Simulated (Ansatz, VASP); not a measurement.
## Two plane-wave programs on GaN

The input POSCAR:

```
GaN
1.0
    0.0000000000      2.2535006075      2.2535006075
    2.2535006075      0.0000000000      2.2535006075
    2.2535006075      2.2535006075      0.0000000000
Ga N
1 1
Direct
    0.0000000000      0.0000000000     -0.0470672237
    0.7500000000      0.7500000000      0.7500000000
```

Contents of INCAR.step1:

```
PREC = Accurate
ENCUT = 910
ISMEAR = 0
SIGMA = 0.05
LREAL = F
LASPH = T
NELM = 120
NBANDS = 16
GGA = PE
ALGO = Normal
EDIFF = 1E-5
LWAVE = T
LCHARG = F
GGA_COMPAT = F
```

Contents of INCAR.step2:

```
PREC = Accurate
ENCUT = 910
EDIFF = 1E-6
ISMEAR = 0
SIGMA = 0.05
LREAL = F
LASPH = T
NELM = 120
ALGO = Normal
ISIF = 2
LWAVE = F
LCHARG = F
METAGGA = R2SCAN
LMIXTAU = T
NBANDS = 16
ISTART = 1
GGA_COMPAT = F
```

File KPOINTS:

```
Automatic mesh
0
Gamma
  10 10 10
```

Input for Ansatz:

```yaml
crystal:
  lattice:
    - [0.0, 2.2535006075, 2.2535006075]
    - [2.2535006075, 0.0, 2.2535006075]
    - [2.2535006075, 2.2535006075, 0.0]
  atoms:
    - { symbol: Ga, position: [0.0, 0.0, -0.0470672237] }
    - { symbol: "N", position: [0.75, 0.75, 0.75] }
basis:
  ecutwfc: 500
kpoints:
  mp_grid: { grid: [10, 10, 10] }
hamiltonian:
  xc: r2scan
scf:
  occupations: { method: gaussian, width: 0.05 }
output:
  forces: true
  stress: true
  eigenvalues: true
  write_density: true
  write_potential: true
  elf: true
  volumetric_format: npy
```

Alike in both runs: task single point; functional r2SCAN; k mesh 10 × 10 × 10; occupations gaussian, width 0.05 eV; no spin polarisation.

|  | VASP | Ansatz |
| --- | --- | --- |
| version | VASP 6.6.1 | Ansatz 0.2.0 |
| potentials or method | VASP PAW PBE potentials, release 64 (Ga_d, N_h), cutoff 910 eV | scalar-relativistic, plane waves, PAW |
| valence electrons in the cell | 18 | 18 |

```tsv
	VASP	Ansatz	Ansatz less VASP
gap on the k mesh at the Fermi level (eV)	1.90	1.90	+0.004
least direct gap on the mesh (eV)	1.90	1.90	+0.004
rms of the force components (eV/Å)	1.203	1.185	-0.0173
```

VASP's potentials were made for PBE, not for r2SCAN. Atom by atom the forces differ by 0.018 eV/Å (rms over components). With one functional, cell and mesh, what is left measures potentials, basis and numerics.

Noted on VASP's run: the cutoff is short for stress, so the pressure is rough.
